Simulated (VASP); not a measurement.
CaSe: single point with PBE

The system is CaSe.

```
CELL_PARAMETERS angstrom
3.63478 0.00000 0.00000
0.00000 3.63478 0.00000
0.00000 0.00000 3.63478
ATOMIC_POSITIONS crystal
Ca 0.00000 0.00000 0.00000
Se 0.50000 0.50000 0.50000
```

```
Program             : VASP 6.6.1
Task                : single point
Functional          : PBE
Potentials or basis : VASP PAW PBE potentials, release 64 (Ca_sv, Se)
Cutoff              : 520 eV
k mesh              : 4 × 4 × 4
Occupations         : gaussian, width 0.01 eV
Spin                : no spin polarisation
```

| Quantity | Value |
| --- | --- |
| Pressure | 1.2 GPa |
| Band gap on the k mesh | 0.73 eV, direct |

Levels at points of the mesh, in eV from the valence-band top:
```csv
k point,band 6,band 7,band 8,band 9,band 10,band 11
"(0.00, 0.00, 0.00)",-0.87,-0.87,-0.87,1.05,1.05,2.07
"(0.50, 0.00, 0.00)",-4.93,-1.06,-1.06,1.97,4.58,4.62
"(0.50, 0.50, 0.00)",-3.57,-3.57,0.00,0.73,2.90,3.13
"(0.50, 0.50, 0.50)",-3.71,-3.71,-3.71,3.83,3.83,3.83
```

It took 8.9 s on 1 thread of Intel Xeon 6975P-C, with other jobs on the host, peak memory 0.15 GiB.

Caveat: the k points lie up to 0.43 Å⁻¹ apart. Expect the measured gap to be larger: semilocal functionals such as PBE lack the derivative discontinuity.
